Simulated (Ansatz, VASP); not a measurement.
## One calculation of SiO2, two programs

```
CELL_PARAMETERS angstrom
-4.47204 4.47204 2.61177
4.47204 -4.47204 2.61177
4.47204 4.47204 -2.61177
ATOMIC_POSITIONS crystal
Si 0.82311 0.82311 0.64622
Si 0.17689 0.82311 0.00000
Si 0.82311 0.17689 0.00000
Si 0.17689 0.17689 0.35378
O 0.00000 0.79145 0.79145
O 0.20855 0.00000 0.20855
O 0.79145 0.00000 0.79145
O 0.00000 0.20855 0.20855
O 0.00000 0.00000 0.50000
O 0.50000 0.00000 0.00000
O 0.00000 0.50000 0.00000
O 0.50000 0.50000 0.50000
```

Alike in both runs: functional PBEsol; k mesh 6 × 6 × 6; occupations fermi-dirac, width 0.05 eV; no spin polarisation.

|  | VASP | Ansatz |
| --- | --- | --- |
| version | VASP 6.6.1 | Ansatz 0.2.0 |
| potentials or method | VASP PAW PBE potentials, release 64 (Si, O) | Ansatz PAW |
| plane-wave cutoff (eV) | 520 | 420 |
| valence electrons in the cell | 64 | 64 |
| task | single point | band structure |

|  | VASP | Ansatz | Ansatz less VASP |
| --- | --- | --- | --- |
| gap on the k mesh at the Fermi level (eV) | 5.53 | 5.53 | +0.003 |
| least direct gap on the mesh (eV) | 5.53 | 5.54 | +0.003 |
| pressure (GPa) | 2.2 | 1.8 | -0.41 |
| traceless stress, the component that is largest in VASP (GPa) | 0.16 | 0.16 | +0.009 |
| rms of the force components (eV/Å) | 0.048 | 0.051 | +0.0027 |

VASP's potentials were made for PBE, not for PBEsol. Atom by atom the forces differ by 0.010 eV/Å (rms over components).
